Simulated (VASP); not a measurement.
# LiCl in VASP: a series of runs

The runs below take LiCl through single point, with HSE06.

Everything below comes from runs of VASP 6.6.1. Logs are shortened: lines on timing, memory, paths and dates and some standing lists are left out, and cuts for length are marked.

### 1 The cell of the first run

It takes space group R-3m (No. 166, trigonal). The conventional cell has a = 3.615 Å, b = 3.615 Å, c = 8.412 Å, α = 90.00°, β = 90.00°, γ = 120.00°. Within 3.3 Å of Li (site symmetry -3m) lie 6 Cl at 2.51 Å. Cl (site symmetry -3m) has 6 Li at 2.51 Å within 3.3 Å.

### 2 Single point, HSE06 (strain along [111] -5.0%)

POSCAR reads:

```
LiCl
1.0
   -0.0852012331      2.4708357595      2.4708357595
    2.4708357595     -0.0852012331      2.4708357595
    2.4708357595      2.4708357595     -0.0852012331
Li Cl
1 1
Direct
    0.0000000000      0.0000000000      0.0000000000
    0.5000000000      0.5000000000      0.5000000000
```

INCAR.step1 reads:

```
PREC     = Accurate       # precision mode
ENCUT    = 520            # plane-wave cutoff, eV
EDIFF    = 1E-5           # SCF threshold, eV
ISMEAR   = 0              # smearing method
SIGMA    = 0.01           # smearing width, eV
LREAL    = F              # projectors in reciprocal space
LASPH    = T              # aspherical terms in the spheres
NELM     = 100            # most SCF steps
ALGO     = Normal         # electronic algorithm
ISIF     = 2              # what is computed and relaxed
LWAVE    = T              # write WAVECAR
NBANDS   = 12             # bands
GGA      = PE             # functional
```

INCAR.step2 reads:

```
PREC     = Accurate       # precision mode
ENCUT    = 520            # plane-wave cutoff, eV
EDIFF    = 1E-6           # SCF threshold, eV
ISMEAR   = 0              # smearing method
SIGMA    = 0.01           # smearing width, eV
LREAL    = F              # projectors in reciprocal space
LASPH    = T              # aspherical terms in the spheres
NELM     = 100            # most SCF steps
ALGO     = Normal         # electronic algorithm
ISIF     = 2              # what is computed and relaxed
LWAVE    = F              # write WAVECAR
LCHARG   = T              # write CHGCAR
GGA      = PE             # functional
LHFCALC  = T              # exact exchange
HFSCREEN = 0.2079         # screening, 1/A
PRECFOCK = Normal       
LELF     = T              # ELF
LVHAR    = T            
NBANDS   = 12             # bands
ISTART   = 1
```

KPOINTS reads:

```
Automatic mesh
0
Gamma
  6 6 6
```

Potentials or basis: VASP PAW PBE potentials, release 64 (Li_sv, Cl).

On the command line:

```bash
cat potpaw_PBE.64/Li_sv/POTCAR potpaw_PBE.64/Cl/POTCAR > POTCAR
cp INCAR.step1 INCAR
mpirun -np 1 vasp_std > vasp.out
cp INCAR.step2 INCAR
mpirun -np 1 vasp_std > vasp.out
```

OUTCAR:

```text
PREC = Accurate
   ENCUT = 520
   EDIFF = 1E-6
   ISMEAR = 0
   LREAL = F
   LASPH = T
   NELM = 100
   ISIF = 2
   GGA = PE
   LHFCALC = T
   HFSCREEN = 0.2079
   PRECFOCK = Normal
   ISTART = 1

 ion  position               nearest neighbor table
   1  0.000  0.000  0.000-   2 2.51   2 2.51   2 2.51   2 2.51   2 2.51   2 2.51
   2  0.500  0.500  0.500-   1 2.51   1 2.51   1 2.51   1 2.51   1 2.51   1 2.51

  LATTYP: Found a trigonal (rhomboedric) cell.
 ALAT       =     3.4953280177
 COS(alpha) =     0.4652406417

  Lattice vectors:

 A1 = (  -0.0852012331,   2.4708357595,   2.4708357595)
 A2 = (   2.4708357595,  -0.0852012331,   2.4708357595)
 A3 = (   2.4708357595,   2.4708357595,  -0.0852012331)

Analysis of symmetry for initial positions (statically):
=====================================================================
 Subroutine PRICEL returns:
 Original cell was already a primitive cell.

 Routine SETGRP: Setting up the symmetry group for a
 trigonal (rhombohedral) supercell.

 Subroutine GETGRP returns: Found 12 space group operations
 (whereof 12 operations were pure point group operations)
 out of a pool of 12 trial point group operations.

The static configuration has the point symmetry D_3d.

Analysis of symmetry for dynamics (positions and initial velocities):
=====================================================================
 Subroutine PRICEL returns:
 Original cell was already a primitive cell.

 Routine SETGRP: Setting up the symmetry group for a
 trigonal (rhombohedral) supercell.

 Subroutine GETGRP returns: Found 12 space group operations
 (whereof 12 operations were pure point group operations)
 out of a pool of 12 trial point group operations.

The dynamic configuration has the point symmetry D_3d.

 Subroutine INISYM returns: Found 12 space group operations
 (whereof 12 operations are pure point group operations),
 and found     1 'primitive' translations

----------------------------------------------------------------------------------------

                                     Primitive cell

  volume of cell :      31.7289

  direct lattice vectors                    reciprocal lattice vectors
    -0.085201233  2.470835759  2.470835759    -0.192183474  0.199047170  0.199047170
     2.470835759 -0.085201233  2.470835759     0.199047170 -0.192183474  0.199047170
     2.470835759  2.470835759 -0.085201233     0.199047170  0.199047170 -0.192183474

  length of vectors
     3.495328018  3.495328018  3.495328018     0.340843131  0.340843131  0.340843131

  position of ions in fractional coordinates (direct lattice)
     0.000000000  0.000000000  0.000000000
     0.500000000  0.500000000  0.500000000

  ion indices of the primitive-cell ions
   primitive index   ion index
                 1           1
                 2           2

----------------------------------------------------------------------------------------

 KPOINTS: Automatic mesh

Automatic generation of k-mesh.
 Grid dimensions read from file:
 generate k-points for:    6    6    6

 Generating k-lattice:

  Cartesian coordinates                     Fractional coordinates (reciprocal lattice)
    -0.032030579  0.033174528  0.033174528     0.166666667  0.000000000 -0.000000000
     0.033174528 -0.032030579  0.033174528     0.000000000  0.166666667 -0.000000000
     0.033174528  0.033174528 -0.032030579     0.000000000  0.000000000  0.166666667

  Length of vectors
     0.056807188  0.056807188  0.056807188

  Shift w.r.t. Gamma in fractional coordinates (k-lattice)
     0.000000000  0.000000000  0.000000000

 Subroutine IBZKPT returns following result:
 ===========================================

 Found     32 irreducible k-points:

 Following reciprocal coordinates:
            Coordinates               Weight
  0.000000  0.000000  0.000000      1.000000
  0.166667  0.000000 -0.000000      6.000000
  0.333333  0.000000  0.000000      6.000000
  0.500000  0.000000  0.000000      3.000000
  0.166667  0.166667  0.000000      6.000000
  0.333333  0.166667  0.000000     12.000000
[... 16 lines left out ...]
  0.500000  0.500000  0.166667      6.000000
 -0.333333  0.500000  0.166667     12.000000
 [... further k-points ...]
   k-points           NKPTS =     32   k-points in BZ     NKDIM =    216   number of bands    NBANDS=     12
   number of dos      NEDOS =    301   number of ions     NIONS =      2
   total plane-waves  NPLWV =  21952
   dimension x,y,z NGX =    28 NGY =   28 NGZ =   28
   dimension x,y,z NGXF=    56 NGYF=   56 NGZF=   56
   ions per type =               1   1
   NGX,Y,Z   is equivalent  to a cutoff of  13.32, 13.32, 13.32 a.u.
   NGXF,Y,Z  is equivalent  to a cutoff of  26.63, 26.63, 26.63 a.u.
 SYSTEM =  unknown system
   PREC   = accura    normal or accurate (medium, high low for compatibility)
   ISTART =      1    job   : 0-new  1-cont  2-samecut
   ICHARG =      0    charge: 1-file 2-atom 10-const
   ISPIN  =      1    spin polarized calculation?
   LNONCOLLINEAR =      F non collinear calculations
   LSORBIT =      F    spin-orbit coupling
   LASPH  =      T    aspherical Exc in radial PAW
   ENCUT  =  520.0 eV  38.22 Ry    6.18 a.u.   6.50  6.50  6.50*2*pi/ulx,y,z
   NELM   =    100;   NELMIN=  2; NELMDL=  0     # of ELM steps
   EDIFF  = 0.1E-05   stopping-criterion for ELM
   LREAL  =      F    real-space projection
   EDIFFG = 0.1E-04   stopping-criterion for IOM
   NSW    =      0    number of steps for IOM
   IBRION =     -1    ionic relax: 0-MD 1-quasi-New 2-CG
   NFREE  =      0    steps in history (QN), initial steepest desc. (CG)
   ISIF   =      2    stress and relaxation
   ISYM   =      3    0-nonsym 1-usesym 2-fastsym
   POTIM  = 0.5000    time-step for ionic-motion
   TEBEG  =    0.0;   TEEND  =   0.0 temperature during run
   PSTRESS=    0.0 pullay stress
   NELECT =      10.0000    total number of electrons
   NUPDOWN=      -1.0000    fix difference up-down
   EMIN   =  10.00;   EMAX   =-10.00  energy-range for DOS
   EFERMI =   0.00;   METHOD = LEGACY
   ISMEAR =     0;   SIGMA  =   0.01  broadening in eV -4-tet -1-fermi 0-gaus
   EFERMI_NEDOS =   21; number of points for ismear=-14 and -15
   IALGO  =     38    algorithm
   IMIX   =      1    mixing-type and parameters
     AMIX     =   0.40;   BMIX     =  1.00
     AMIX_MAG =   1.60;   BMIX_MAG =  1.00
  volume/ion in A,a.u.               =      15.86       107.06
  Fermi-wavevector in a.u.,A,eV,Ry     =   1.114097  2.105339 16.887728  1.241213
  Thomas-Fermi vector in A             =   2.250689
   LORBIT       =      0    0 simple, 1 ext, 2 COOP (PROOUT), +10 PAW based schemes
   GGA     = PE    functional components
   LHFCALC =     T    Hartree Fock is set to
   PRECFOCK=normal    Normal, Fast or Accurate (Low or Medium for compatibility)
   ENCUT4O =  -1.0   cutoff for four orbital integrals eV
   NKREDX  =     1    reduce k-point grid by
   NKREDY  =     1    reduce k-point grid by
   NKREDZ  =     1    reduce k-point grid by
   AEXX    =    0.2500 exact exchange contribution
   HFSCREEN=    0.2079 screening length (either q_TF or 0.3 A-1)
   HFSCREENC=   0.2079 screening length for correlation (either q_TF or 0.3 A-1)
   ENCUTFOCK=  -1.0 apply spherical cutoff to Coloumb kernel
   IVDW    =     0    specifies the selected vdW correction
   LEPSILON=     F    determine dielectric tensor
   LRPA    =     F    only Hartree local field effects (RPA)
 non-spin polarized calculation
 Gauss-broadening in eV      SIGMA  =   0.01
  energy-cutoff  :      520.00
  volume of cell :       31.73
 maximum number of plane-waves:       875
 NGX is ok and might be reduce to    28
  NGX = 20; NGY = 20; NGZ = 20

 number of electron       9.9999998 magnetization

 Free energy of the ion-electron system (eV)
  ---------------------------------------------------
  ext. energy  EPLUGINS =         0.00000000
  ---------------------------------------------------
  free energy    TOTEN  =        -8.43946508 eV

  energy without entropy =       -8.43946508  energy(sigma->0) =       -8.43946508

 E-fermi :   0.4612     XC(G=0):  -7.4747

 val. band max:        0.3220329740   @ k =   0.0000   0.0000   0.0000
 cond. band min:       8.0171239080   @ k =   0.5000   0.5000   0.5000
 fundamental gap:      7.6950909340
 Fermi energy:         0.4612126807

 k-point     1 :       0.0000    0.0000    0.0000
  band No.  band energies     occupation
      1     -46.0841      2.00000
      2     -14.8071      2.00000
      3      -0.0014      2.00000
      4      -0.0014      2.00000
      5       0.3220      2.00000
      6       8.2039      0.00000
      7      13.3195      0.00000
      8      13.3195      0.00000
      9      14.2872      0.00000
     10      16.6521      0.00000
     11      16.6521      0.00000
     12      16.6632      0.00000

 k-point     2 :       0.1667    0.0000   -0.0000
  band No.  band energies     occupation
      1     -46.0832      2.00000
      2     -14.6512      2.00000
      3      -0.9498      2.00000
      4      -0.0611      2.00000
      5       0.1928      2.00000
      6       8.8995      0.00000
      7      12.5238      0.00000
      8      13.0974      0.00000
      9      13.6450      0.00000
     10      14.8570      0.00000
     11      15.4419      0.00000
     12      17.4082      0.00000

 k-point     3 :       0.3333    0.0000    0.0000
  band No.  band energies     occupation
      1     -46.0812      2.00000
      2     -14.3095      2.00000
      3      -2.5428      2.00000
      4      -0.1704      2.00000
      5       0.0167      2.00000
      6       8.7391      0.00000
      7      11.6162      0.00000
      8      12.0944      0.00000
      9      13.7825      0.00000
     10      16.6889      0.00000
     11      17.5234      0.00000
     12      18.3392      0.00000
[... 286 lines left out ...]
 k-point    23 :       0.5000    0.5000    0.1667
  band No.  band energies     occupation
      1     -46.0783      2.00000
      2     -13.8241      2.00000
      3      -2.9887      2.00000
      4      -1.3586      2.00000
      5      -1.1641      2.00000
      6       9.4917      0.00000
      7      10.9631      0.00000
      8      13.1625      0.00000
      9      14.1641      0.00000
     10      16.7623      0.00000
     11      20.5949      0.00000
     12      21.4626      0.00000

 k-point    24 :      -0.3333    0.5000    0.1667
  band No.  band energies     occupation
      1     -46.0782      2.00000
      2     -13.7773      2.00000
      3      -2.8947      2.00000
      4      -1.8716      2.00000
      5      -1.1509      2.00000
      6      10.3830      0.00000
      7      11.0814      0.00000
      8      13.1152      0.00000
      9      13.7109      0.00000
     10      17.2574      0.00000
     11      19.5690      0.00000
     12      20.7995      0.00000

 [... further k-points ...]
[... 5 lines left out ...]
  --------------------------------------------------------------------------------------
  -------------------------------------------------------------------------------------
  Total        0.3828048      0.3828048      0.3828048      0.1842423      0.1842423      0.1842423
  in kB       19.3300487     19.3300487     19.3300487      9.3034692      9.3034692      9.3034692
  external PRESSURE =      19.3300487 kB  Pullay stress =       0.0000000 kB

 VOLUME and BASIS-vectors are now :
 -----------------------------------------------------------------------------
  energy-cutoff  :      520.00
  volume of cell :       31.73
      direct lattice vectors                 reciprocal lattice vectors
    -0.085201233  2.470835759  2.470835759    -0.192183474  0.199047170  0.199047170
     2.470835759 -0.085201233  2.470835759     0.199047170 -0.192183474  0.199047170
     2.470835759  2.470835759 -0.085201233     0.199047170  0.199047170 -0.192183474

 POSITION                                       TOTAL-FORCE (eV/Angst)
 -----------------------------------------------------------------------------------
      0.00000      0.00000      0.00000         0.000000     -0.000000      0.000000
      2.42824      2.42824      2.42824        -0.000000      0.000000     -0.000000
 -----------------------------------------------------------------------------------
    total drift:                               -0.000001      0.000001      0.000000

  FREE ENERGIE OF THE ION-ELECTRON SYSTEM (eV)
  ---------------------------------------------------
  free  energy   TOTEN  =        -8.4394650773 eV

  energy  without entropy=       -8.4394650773  energy(sigma->0) =       -8.43946508
```

Wall time 7.5 min (1 thread of Intel Xeon Platinum 8488C (Sapphire Rapids), shared host); peak memory 0.27 GiB.

What came out:

- Free energy: -8.4395 eV
- Band gap on the k mesh: 7.70 eV (least direct gap 7.88 eV)

Caveat: the cell differs from its parent crystal (strain along [111] -5.0%); the cutoff is under 1.25 times the usual one of these potentials, so pressure, stress and relaxed cells hold a basis-set (Pulay) error; the PAW data sets were made with another functional, which shifts forces and pressure a little.

(Part 1 of 2 ends here.)
